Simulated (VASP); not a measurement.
Crystal: MgO.

```
Mg O
1.0
     3.28866    0.00000    0.00000
    -1.64433    2.84806    0.00000
     0.00000    0.00000    7.55007
Mg O
3 3
Direct
  0.00000 0.00000 0.00000
  0.33333 0.66667 0.33333
  0.66667 0.33333 0.66667
  0.00000 0.00000 0.25000
  0.33333 0.66667 0.58333
  0.66667 0.33333 0.91667
```

- Program: VASP 6.6.1
- Task: relaxation of cell and atoms
- Functional: r2SCAN
- Potentials or basis: VASP PAW PBE potentials, release 64 (Mg, O)
- Cutoff: 600 eV
- k mesh: 12 × 12 × 3
- Occupations: gaussian, width 0.02 eV
- Spin: no spin polarisation

At the start: pressure 1.1 GPa; volume 11.79 Å³/atom.

Problem. Where does the relaxation end?

Solution. Over 8 steps the energy falls by 29.0 meV/atom and the volume is 11.82 Å³/atom (+0.3 %); space group R3m (No. 160, to 0.1 Å) before, F-43m (No. 216, to 0.1 Å).

Step by step:
| step | energy change (eV) | largest force (eV/Å) | pressure (GPa) | volume (Å³) |
| --- | --- | --- | --- | --- |
| 1 | 0.0000 | 0.7704 | 1.15 | 70.72 |
| 2 | -0.0983 | 0.5926 | -0.57 | 71.48 |
| 3 | -0.1504 | 0.1961 | -0.60 | 71.20 |
| 4 | -0.1638 | 0.1552 | 0.16 | 70.80 |
| 5 | -0.1703 | 0.1012 | 1.11 | 70.31 |
| 6 | -0.1738 | 0.0444 | -0.29 | 71.07 |
| 7 | -0.1742 | 0.0085 | 0.04 | 70.89 |
| 8 | -0.1743 | 0.0063 | -0.05 | 70.94 |

Final structure:
```xyz
6
Lattice="3.2217 0.0000 0.0000 -1.6108 2.7901 0.0000 0.0000 0.0000 7.8925" Properties=species:S:1:pos:R:3 pbc="T T T"
Mg    0.0000    0.0000    7.8921
Mg    0.0000    1.8600    2.6304
Mg    1.6108    0.9300    5.2613
O     3.2217    0.0000    1.9735
O     0.0000    1.8600    4.6043
O     1.6108    0.9300    7.2352
```

Caveat: the PAW data sets were made with another functional, which shifts forces and pressure a little.
